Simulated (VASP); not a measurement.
A run of VASP 6.6.1:

POSCAR

```
Ir
1.0
    0.0000000000      1.9597771901      1.9597771901
    1.9597771901      0.0000000000      1.9597771901
    1.9597771901      1.9597771901      0.0000000000
Ir
1
Direct
    0.0000000000      0.0000000000      0.0000000000
```

Contents of INCAR.step1:

```
ALGO = Normal
EDIFF = 1E-4
ENCUT = 520
GGA = PE
ISMEAR = 0
LASPH = T
LCHARG = F
LREAL = F
LWAVE = T
NBANDS = 10
NELM = 60
PREC = Accurate
SIGMA = 0.1
```

INCAR.step2

```
ALGO = Normal
EDIFF = 1E-7
ENCUT = 520
ISIF = 2
ISMEAR = 0
ISTART = 1
LASPH = T
LCHARG = T
LELF = T
LMIXTAU = T
LREAL = F
LVHAR = T
LWAVE = F
METAGGA = R2SCAN
NBANDS = 10
NELM = 60
PREC = Accurate
SIGMA = 0.1
```

File KPOINTS:

```
k-points
0
Gamma
  18 18 18
```

Potentials or basis: VASP PAW PBE potentials, release 64 (Ir).

Launch:

```console
$ cat potpaw_PBE.64/Ir/POTCAR > POTCAR
$ cp INCAR.step1 INCAR
$ mpirun -np 1 vasp_std > vasp.out
$ cp INCAR.step2 INCAR
$ mpirun -np 1 vasp_std > vasp.out
```

Hardware: 1 thread of Intel(R) Xeon(R) Platinum 8259CL CPU @ 2.50GHz (Skylake/Cascade Lake) (shared host).

How long does it take, and how much memory?

Wall time 86 s on 1 thread of Intel(R) Xeon(R) Platinum 8259CL CPU @ 2.50GHz (Skylake/Cascade Lake) (shared host), peak memory 0.17 GiB. Counts: k points 195.
